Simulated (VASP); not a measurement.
**As: single point with PBE-based screened hybrid**

As:

```
CELL_PARAMETERS angstrom
2.97948 -0.10062 0.32377
-0.10062 2.58301 0.26188
0.32377 0.26188 2.54855
ATOMIC_POSITIONS crystal
As 0.50000 0.50000 0.50000
```

```json
{"Program": "VASP 6.6.1", "Task": "single point", "Functional": "PBE-based screened hybrid", "Potentials or basis": "VASP PAW PBE potentials, release 64 (As)", "Cutoff": "520 eV", "k mesh": "5 × 5 × 6", "Occupations": "fermi-dirac, width 0.05 eV", "Spin": "no spin polarisation", "Dipole correction": "no", "Grid for exact exchange (PRECFOCK)": "Normal", "Share of exact exchange": "0.2", "Further INCAR settings": "ALGO = Normal; EDIFF = 1e-06; NBANDS = 8", "Screening parameter": "0.2 1/Å"}
```

```yaml
Pressure: 3.9 GPa
```

Stress tensor (GPa, compression positive):
```
-6.44 -1.66 -1.83
-1.66  7.83 -9.11
-1.83 -9.11 10.19
```

Levels at points of the mesh, in eV from the Fermi level:
| k point | band 1 | band 2 | band 3 | band 4 | band 5 |
| --- | --- | --- | --- | --- | --- |
| (0.00, 0.00, 0.00) | -17.01 | 1.49 | 6.23 | 6.89 | 7.82 |
| (0.00, 0.00, 0.50) | -12.07 | -8.11 | 2.84 | 7.63 | 7.84 |

Wall time 3.7 min on 1 thread of Intel(R) Xeon(R) 6975P-C (Granite Rapids), with other jobs on the host, peak memory 0.23 GiB.

Caveat: the k points lie up to 0.50 Å⁻¹ apart; the PAW data sets were made with another functional, which shifts forces and pressure a little.
